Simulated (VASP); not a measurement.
# AlN (F-43m) in VASP: settings compared

AlN is run at these levels: PBE, HSE06; tasks: relaxation of cell and atoms, single point.

Program: VASP 6.6.1. These are calculated values, not measurements. Logs are shortened: lines on timing, memory, paths and dates and some standing lists are left out, and cuts for length are marked.

## Step 1: The cell of the first run

Symmetry: F-43m, No. 216, cubic system. Conventional cell: a = 4.403 Å, b = 4.403 Å, c = 4.403 Å, α = 90.00°, β = 90.00°, γ = 90.00°. Within 2.5 Å of Al (site symmetry -43m) lie 4 N at 1.91 Å. N (site symmetry -43m) has 4 Al at 1.91 Å within 2.5 Å.

## Step 2: Relaxation of cell and atoms, PBE, target pressure 30 GPa, at which the enthalpy is minimised

Input file INCAR:

```
SYSTEM = AlN
PREC     = Accurate       ! precision mode
ENCUT    = 600            ! plane-wave cutoff, eV
EDIFF    = 1E-7           ! SCF threshold, eV
ISMEAR   = 0              ! smearing method
SIGMA    = 0.01           ! smearing width, eV
LREAL    = .FALSE.        ! projectors in reciprocal space
LASPH    = .TRUE.         ! aspherical terms in the spheres
NELM     = 120            ! most SCF steps
ALGO     = Normal         ! electronic algorithm
ISIF     = 3              ! what is computed and relaxed
LWAVE    = .FALSE.        ! write WAVECAR
LCHARG   = .FALSE.        ! write CHGCAR
GGA      = PE             ! functional
IBRION   = 2              ! ionic algorithm
NSW      = 80             ! ionic steps
EDIFFG   = -0.001         ! ionic threshold
PSTRESS  = 300.0        
GGA_COMPAT= .FALSE.      
NELMIN   = 4
```

Input file KPOINTS:

```
regular mesh
0
G
  10 10 10
  0 0 0
```

Input file POSCAR:

```
AlN
1.0
    0.0000000000      2.2015871044      2.2015871044
    2.2015871044      0.0000000000      2.2015871044
    2.2015871044      2.2015871044      0.0000000000
Al N
1 1
Direct
    0.0000000000      0.0000000000      0.0000000000
    0.7500000000      0.7500000000      0.7500000000
```

Potentials or basis: VASP PAW PBE potentials, release 64 (Al, N).

Launch:

```sh
$ cat potpaw_PBE.64/Al/POTCAR potpaw_PBE.64/N/POTCAR > POTCAR
$ mpirun -np 1 vasp_std > vasp.out
```

OUTCAR:

```text
SYSTEM = AlN
   PREC = Accurate
   ENCUT = 600
   EDIFF = 1E-7
   ISMEAR = 0
   LREAL = .FALSE.
   LASPH = .TRUE.
   NELM = 120
   ISIF = 3
   GGA = PE
   IBRION = 2
   NSW = 80
   EDIFFG = -0.001
   PSTRESS = 300.0
   NELMIN = 4

 ion  position               nearest neighbor table
   1  0.000  0.000  0.000-   2 1.91   2 1.91   2 1.91   2 1.91
   2  0.750  0.750  0.750-   1 1.91   1 1.91   1 1.91   1 1.91

  LATTYP: Found a face centered cubic cell.
 ALAT       =     4.4031742088

  Lattice vectors:

 A1 = (   0.0000000000,   2.2015871044,   2.2015871044)
 A2 = (   2.2015871044,   0.0000000000,   2.2015871044)
 A3 = (   2.2015871044,   2.2015871044,   0.0000000000)

Analysis of symmetry for initial positions (statically):
=====================================================================
 Subroutine PRICEL returns:
 Original cell was already a primitive cell.

 Routine SETGRP: Setting up the symmetry group for a
 face centered cubic supercell.

 Subroutine GETGRP returns: Found 24 space group operations
 (whereof 24 operations were pure point group operations)
 out of a pool of 48 trial point group operations.

The static configuration has the point symmetry T_d .

Analysis of symmetry for dynamics (positions and initial velocities):
=====================================================================
 Subroutine PRICEL returns:
 Original cell was already a primitive cell.

 Routine SETGRP: Setting up the symmetry group for a
 face centered cubic supercell.

 Subroutine GETGRP returns: Found 24 space group operations
 (whereof 24 operations were pure point group operations)
 out of a pool of 48 trial point group operations.

The dynamic configuration has the point symmetry T_d .

 Subroutine INISYM returns: Found 24 space group operations
 (whereof 24 operations are pure point group operations),
 and found     1 'primitive' translations

----------------------------------------------------------------------------------------

                                     Primitive cell

  volume of cell :      21.3421

  direct lattice vectors                    reciprocal lattice vectors
     0.000000000  2.201587104  2.201587104    -0.227108888  0.227108888  0.227108888
     2.201587104  0.000000000  2.201587104     0.227108888 -0.227108888  0.227108888
     2.201587104  2.201587104  0.000000000     0.227108888  0.227108888 -0.227108888

  length of vectors
     3.113514342  3.113514342  3.113514342     0.393364134  0.393364134  0.393364134

  position of ions in fractional coordinates (direct lattice)
     0.000000000  0.000000000  0.000000000
     0.750000000  0.750000000  0.750000000

  ion indices of the primitive-cell ions
   primitive index   ion index
                 1           1
                 2           2

----------------------------------------------------------------------------------------

 KPOINTS: regular mesh

Automatic generation of k-mesh.
 Grid dimensions read from file:
 generate k-points for:   10   10   10

 Generating k-lattice:

  Cartesian coordinates                     Fractional coordinates (reciprocal lattice)
    -0.022710889  0.022710889  0.022710889     0.100000000  0.000000000  0.000000000
     0.022710889 -0.022710889  0.022710889     0.000000000  0.100000000  0.000000000
     0.022710889  0.022710889 -0.022710889     0.000000000  0.000000000  0.100000000

  Length of vectors
     0.039336413  0.039336413  0.039336413

  Shift w.r.t. Gamma in fractional coordinates (k-lattice)
     0.000000000  0.000000000  0.000000000

 Subroutine IBZKPT returns following result:
 ===========================================

 Found     47 irreducible k-points:

 Following reciprocal coordinates:
            Coordinates               Weight
  0.000000  0.000000  0.000000      1.000000
  0.100000  0.000000  0.000000      8.000000
  0.200000  0.000000  0.000000      8.000000
  0.300000  0.000000  0.000000      8.000000
  0.400000  0.000000  0.000000      8.000000
  0.500000  0.000000  0.000000      4.000000
[... 16 lines left out ...]
  0.300000  0.300000  0.000000      6.000000
  0.400000  0.300000  0.000000     24.000000
 [... further k-points ...]
   k-points           NKPTS =     47   k-points in BZ     NKDIM =     47   number of bands    NBANDS=      8
   number of dos      NEDOS =    301   number of ions     NIONS =      2
   total plane-waves  NPLWV =  21952
   dimension x,y,z NGX =    28 NGY =   28 NGZ =   28
   dimension x,y,z NGXF=    56 NGYF=   56 NGZF=   56
   ions per type =               1   1
   NGX,Y,Z   is equivalent  to a cutoff of  14.95, 14.95, 14.95 a.u.
   NGXF,Y,Z  is equivalent  to a cutoff of  29.90, 29.90, 29.90 a.u.
 SYSTEM =  AlN
   PREC   = accura    normal or accurate (medium, high low for compatibility)
   ISTART =      0    job   : 0-new  1-cont  2-samecut
   ICHARG =      2    charge: 1-file 2-atom 10-const
   ISPIN  =      1    spin polarized calculation?
   LNONCOLLINEAR =      F non collinear calculations
   LSORBIT =      F    spin-orbit coupling
   LASPH  =      T    aspherical Exc in radial PAW
   ENCUT  =  600.0 eV  44.10 Ry    6.64 a.u.   6.22  6.22  6.22*2*pi/ulx,y,z
   NELM   =    120;   NELMIN=  4; NELMDL= -5     # of ELM steps
   EDIFF  = 0.1E-06   stopping-criterion for ELM
   LREAL  =      F    real-space projection
   EDIFFG = -.1E-02   stopping-criterion for IOM
   NSW    =     80    number of steps for IOM
   IBRION =      2    ionic relax: 0-MD 1-quasi-New 2-CG
   NFREE  =      1    steps in history (QN), initial steepest desc. (CG)
   ISIF   =      3    stress and relaxation
   ISYM   =      2    0-nonsym 1-usesym 2-fastsym
   POTIM  = 0.5000    time-step for ionic-motion
   TEBEG  =    0.0;   TEEND  =   0.0 temperature during run
   PSTRESS=  300.0 pullay stress
   NELECT =       8.0000    total number of electrons
   NUPDOWN=      -1.0000    fix difference up-down
   EMIN   =  10.00;   EMAX   =-10.00  energy-range for DOS
   EFERMI =   0.00;   METHOD = LEGACY
   ISMEAR =     0;   SIGMA  =   0.01  broadening in eV -4-tet -1-fermi 0-gaus
   EFERMI_NEDOS =   21; number of points for ismear=-14 and -15
   IALGO  =     38    algorithm
   IMIX   =      4    mixing-type and parameters
     AMIX     =   0.40;   BMIX     =  1.00
     AMIX_MAG =   1.60;   BMIX_MAG =  1.00
  volume/ion in A,a.u.               =      10.67        72.01
  Fermi-wavevector in a.u.,A,eV,Ry     =   1.180390  2.230614 18.957286  1.393321
  Thomas-Fermi vector in A             =   2.316684
   LORBIT       =      0    0 simple, 1 ext, 2 COOP (PROOUT), +10 PAW based schemes
   GGA     = PE    functional components
   LHFCALC =     F    Hartree Fock is set to
   AEXX    =    0.0000 exact exchange contribution
   IVDW    =     0    specifies the selected vdW correction
   LEPSILON=     F    determine dielectric tensor
   LRPA    =     F    only Hartree local field effects (RPA)
 conjugate gradient relaxation of ions
 non-spin polarized calculation
 Gauss-broadening in eV      SIGMA  =   0.01
  energy-cutoff  :      600.00
  volume of cell :       21.34
 maximum number of plane-waves:       728
 NGX is ok and might be reduce to    28
   NGX = 13   NGY = 13   NGZ = 13

--------------------------------------- Ionic step        1  -------------------------------------------

 number of electron       8.0000000 magnetization

 Free energy of the ion-electron system (eV)
  ---------------------------------------------------
  ext. energy  EPLUGINS =         0.00000000
  ---------------------------------------------------
  free energy    TOTEN  =       -14.84892103 eV

  energy without entropy =      -14.84892103  energy(sigma->0) =      -14.84892103

------------------------ aborting loop because EDIFF is reached ----------------------------------------

  FORCE on cell =-STRESS in cart. coord.  units (eV):
  Direction    XX          YY          ZZ          XY          YZ          ZX
  --------------------------------------------------------------------------------------
  -------------------------------------------------------------------------------------
  Total       -0.0522845     -0.0522845     -0.0522845      0.0000000     -0.0000000     -0.0000000
  in kB       -3.9250603     -3.9250603     -3.9250603      0.0000000     -0.0000000     -0.0000000
  external PRESSURE =    -303.9250603 kB  Pullay stress =     300.0000000 kB
[... 213 lines left out ...]
  enthalpy is  TOTEN    =       -11.1111491533 eV   P V=        3.5382573315

--------------------------------------- Ionic step        7  -------------------------------------------

 number of electron       8.0000000 magnetization

 Free energy of the ion-electron system (eV)
  ---------------------------------------------------
  ext. energy  EPLUGINS =         0.00000000
  ---------------------------------------------------
  free energy    TOTEN  =       -14.64236513 eV

  energy without entropy =      -14.64236513  energy(sigma->0) =      -14.64236513

 E-fermi :   7.0807     XC(G=0): -11.3766

 val. band max:        6.9494146679   @ k =   0.0000   0.0000   0.0000
 cond. band min:      10.3127485007   @ k =   0.5000   0.5000   0.0000
 fundamental gap:      3.3633338328
 Fermi energy:         7.0806847716

 k-point     1 :       0.0000    0.0000    0.0000
  band No.  band energies     occupation
      1      -8.6316      2.00000
      2       6.9494      2.00000
      3       6.9494      2.00000
      4       6.9494      2.00000
      5      12.0599      0.00000
      6      20.5305      0.00000
      7      20.5305      0.00000
      8      20.5305      0.00000
[... 243 lines left out ...]
 k-point    24 :       0.4000    0.3000    0.0000
  band No.  band energies     occupation
      1      -6.3426      2.00000
      2       2.5906      2.00000
      3       5.1437      2.00000
      4       5.4662      2.00000
      5      12.0842      0.00000
      6      17.1407      0.00000
      7      20.4910      0.00000
      8      22.6650      0.00000

 [... further k-points ...]

------------------------ aborting loop because EDIFF is reached ----------------------------------------

  FORCE on cell =-STRESS in cart. coord.  units (eV):
  Direction    XX          YY          ZZ          XY          YZ          ZX
  --------------------------------------------------------------------------------------
  -------------------------------------------------------------------------------------
  Total        3.5323081      3.5323081      3.5323081     -0.0000000      0.0000000     -0.0000000
  in kB      300.0989133    300.0989133    300.0989133     -0.0000000      0.0000000     -0.0000000
  external PRESSURE =       0.0989133 kB  Pullay stress =     300.0000000 kB
[... 17 lines left out ...]
  FREE ENERGIE OF THE ION-ELECTRON SYSTEM (eV)
  ---------------------------------------------------
  free  energy   TOTEN  =       -14.6423651253 eV

  energy  without entropy=      -14.6423651253  energy(sigma->0) =      -14.64236513

  enthalpy is  TOTEN    =       -11.1112213239 eV   P V=        3.5311438013

 reached required accuracy - stopping structural energy minimisation
```

It took 91 s on 1 thread of Intel Xeon 8259CL, shared host; peak memory 0.16 GiB.

Results:

* Free energy: -14.6424 eV
* Relaxed volume: 9.43 Å³/atom
* Relaxed cell: a = 2.988 Å, b = 2.988 Å, c = 2.988 Å, α = 60.00°, β = 60.00°, γ = 60.00°
* Space group after relaxing (to 0.1 Å): F-43m (No. 216)
* Energy change on relaxing (the run minimises the enthalpy): +103.3 meV/atom
* Ionic steps: 7
* Pressure after relaxing: 30.0 GPa
* Band gap on the k mesh: 3.36 eV (least direct gap 5.11 eV)

The path:
| step | energy change (eV) | largest force (eV/Å) | pressure (GPa) | volume (Å³) |
| --- | --- | --- | --- | --- |
| 1 | 0.0000 | 0.0000 | -0.39 | 21.34 |
| 2 | 1.4743 | 0.0000 | 107.99 | 15.68 |
| 3 | 0.1848 | 0.0000 | 28.10 | 18.98 |
| 4 | 0.2030 | 0.0000 | 29.70 | 18.88 |
| 5 | 0.2118 | 0.0000 | 30.47 | 18.83 |
| 6 | 0.1995 | 0.0000 | 29.39 | 18.90 |
| 7 | 0.2066 | 0.0000 | 30.01 | 18.86 |

Final structure:
```
Al N
1.0
     0.00000    2.11264    2.11264
     2.11264    0.00000    2.11264
     2.11264    2.11264    0.00000
Al N
1 1
Direct
  0.00000 0.00000 0.00000
  0.75000 0.75000 0.75000
```

Caveat: the cell is relaxed towards a set pressure, so the run minimises the enthalpy, not the energy. A k mesh can miss the band edges.

## Step 3: Single point, HSE06

Input file POSCAR:

```
AlN
1.0
    0.0000000000      2.2015871003      2.2015871003
    2.2015871003      0.0000000000      2.2015871003
    2.2015871003      2.2015871003      0.0000000000
Al N
1 1
Direct
    0.0000000000      0.0000000000      0.0000000000
    0.7500000000      0.7500000000      0.7500000000
```

Input file INCAR.step1:

```
SYSTEM = AlN
PREC = Accurate
ENCUT = 520
EDIFF = 1E-5
ISMEAR = 0
SIGMA = 0.02
LREAL = .False.
LASPH = .True.
NELM = 80
ALGO = Normal
ISIF = 2
LWAVE = .True.
LCHARG = .False.
NBANDS = 11
GGA = PE
```

Input file INCAR.step2:

```
SYSTEM = AlN
PREC = Accurate
ENCUT = 520
EDIFF = 1E-6
ISMEAR = 0
SIGMA = 0.02
LREAL = .False.
LASPH = .True.
NELM = 80
ALGO = Normal
ISIF = 2
LWAVE = .False.
LCHARG = .False.
GGA = PE
LHFCALC = .True.
HFSCREEN = 0.2079
PRECFOCK = Normal
NBANDS = 11
ISTART = 1
```

Input file KPOINTS:

```
Automatic mesh
0
Gamma
  8 8 8
  0 0 0
```

Potentials or basis: VASP PAW PBE potentials, release 64 (Al, N).

Launch:

```sh
$ cat potpaw_PBE.64/Al/POTCAR potpaw_PBE.64/N/POTCAR > POTCAR
$ cp INCAR.step1 INCAR
$ mpirun -np 1 vasp_std > vasp.out
$ cp INCAR.step2 INCAR
$ mpirun -np 1 vasp_std > vasp.out
```

It took 42 min on 1 thread of Intel Xeon 8259CL, shared host; peak memory 0.26 GiB.

The run converged. Its results:

| Item | Value |
| --- | --- |
| Free energy | -17.3869 eV |
| Pressure | -5.4 GPa |
| Band gap on the k mesh | 4.53 eV (least direct gap 5.32 eV) |

Levels at points of the mesh, in eV from the valence-band top:
```csv
k point,band 2,band 3,band 4,band 5,band 6,band 7
"(0.00, 0.00, 0.00)",0.00,0.00,0.00,5.32,13.99,13.99
"(0.50, 0.00, 0.00)",-6.24,-0.53,-0.53,8.64,11.46,12.59
"(0.50, 0.50, 0.00)",-5.26,-1.93,-1.93,4.53,9.92,15.75
```

Caveat: the cell stands under tension; the PAW data sets were made with another functional, which shifts forces and pressure a little. A k mesh can miss the band edges.

[end of part 1 of 2]
